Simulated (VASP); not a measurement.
Here is a VASP 6.6.1 calculation.

Contents of POSCAR:

```
Na
1.0
    3.7651999483      0.0000000000      0.0000000000
   -1.8825999741      3.2607588056      0.0000000000
    0.0000000000      0.0000000000      6.1231766669
Na
2
Direct
    0.3333333333      0.6666666667      0.2500000000
    0.6666666667      0.3333333333      0.7500000000
```

INCAR.step1

```
SYSTEM = Na
PREC = Accurate
ENCUT = 520
ISMEAR = 0
SIGMA = 0.1
LREAL = .False.
LASPH = .True.
NELM = 60
NBANDS = 14
GGA = PE
ALGO = Normal
EDIFF = 1E-4
LWAVE = .True.
LCHARG = .False.
```

INCAR.step2

```
SYSTEM = Na
PREC = Accurate
ENCUT = 520
EDIFF = 1E-6
ISMEAR = 0
SIGMA = 0.1
LREAL = .False.
LASPH = .True.
NELM = 60
ALGO = Normal
ISIF = 2
LWAVE = .False.
LCHARG = .True.
METAGGA = R2SCAN
LMIXTAU = .True.
LELF = .True.
LVHAR = .True.
NBANDS = 14
ISTART = 1
```

File KPOINTS:

```
Automatic mesh
0
Gamma
  12 12 8
  0 0 0
```

Potentials or basis: VASP PAW PBE potentials, release 64 (Na_pv).

The run is started by

```sh
$ cat potpaw_PBE.64/Na_pv/POTCAR > POTCAR
$ cp INCAR.step1 INCAR
$ mpirun -np 1 vasp_std > vasp.out
$ cp INCAR.step2 INCAR
$ mpirun -np 1 vasp_std > vasp.out
```

Problem. What does it give for the band gap on the k mesh?

Solution. Zero (bands 7 and 8 overlap by 4.51 eV).

Problem. What does it give for the pressure?

Solution. 0.0 GPa.

Caveat: the PAW data sets were made with another functional, which shifts forces and pressure a little.
